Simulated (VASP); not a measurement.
A run of VASP 6.6.1:

POSCAR

```
MgH2
1.0
    3.0017476113      0.0000000000      0.0000000000
   -1.5008738056      2.5995896871      0.0000000000
    0.0000000000      0.0000000000      4.3812781374
Mg H
1 2
Direct
    0.0000000000      0.0000000000      0.0000000000
    0.6666666667      0.3333333333      0.7857848875
    0.3333333333      0.6666666667      0.2142151125
```

Contents of INCAR.step1:

```
PREC     = Accurate       # precision mode
ENCUT    = 660            # plane-wave cutoff, eV
ISMEAR   = -1             # smearing method
SIGMA    = 0.03           # smearing width, eV
LREAL    = False          # projectors in reciprocal space
LASPH    = True           # aspherical terms in the spheres
NELM     = 120            # most SCF steps
GGA      = PE             # functional
ALGO     = Normal         # electronic algorithm
EDIFF    = 1E-5           # SCF threshold, eV
LWAVE    = True           # write WAVECAR
LCHARG   = False          # write CHGCAR
GGA_COMPAT= False        
IBRION   = 2              # ionic algorithm
ISIF     = 3              # what is computed and relaxed
EDIFFG   = -0.005         # ionic threshold
NELMIN   = 4            
NSW      = 100            # ionic steps
```

File INCAR.step2:

```
PREC     = Accurate       # precision mode
ENCUT    = 660            # plane-wave cutoff, eV
EDIFF    = 1E-7           # SCF threshold, eV
ISMEAR   = -1             # smearing method
SIGMA    = 0.03           # smearing width, eV
LREAL    = False          # projectors in reciprocal space
LASPH    = True           # aspherical terms in the spheres
NELM     = 120            # most SCF steps
ALGO     = Normal         # electronic algorithm
ISIF     = 3              # what is computed and relaxed
LWAVE    = False          # write WAVECAR
LCHARG   = False          # write CHGCAR
METAGGA  = R2SCAN         # meta-GGA
LMIXTAU  = True         
LUSE_VDW = True         
IVDW_NL  = 2            
BPARAM   = 11.95        
CPARAM   = 0.0093       
IBRION   = 2              # ionic algorithm
NSW      = 100            # ionic steps
EDIFFG   = -0.01          # ionic threshold
ISTART   = 1            
GGA_COMPAT= False        
NELMIN   = 4
```

File KPOINTS:

```
Automatic mesh
0
Gamma
  12 12 6
```

Potentials or basis: VASP PAW PBE potentials, release 64 (Mg, H).

Launch:

```bash
$ cat potpaw_PBE.64/Mg/POTCAR potpaw_PBE.64/H/POTCAR > POTCAR
$ cp INCAR.step1 INCAR
$ mpirun -np 1 vasp_std > vasp.out
$ cp INCAR.step2 INCAR
$ mpirun -np 1 vasp_std > vasp.out
```

Hardware: 1 thread of Intel Xeon 8259CL (shared host).

Task: How long does it take, and how much memory?

Result: Wall time 27 min on 1 thread of Intel Xeon 8259CL, on a shared host, peak memory 0.34 GiB. Counts: k points 100, ion steps 6.
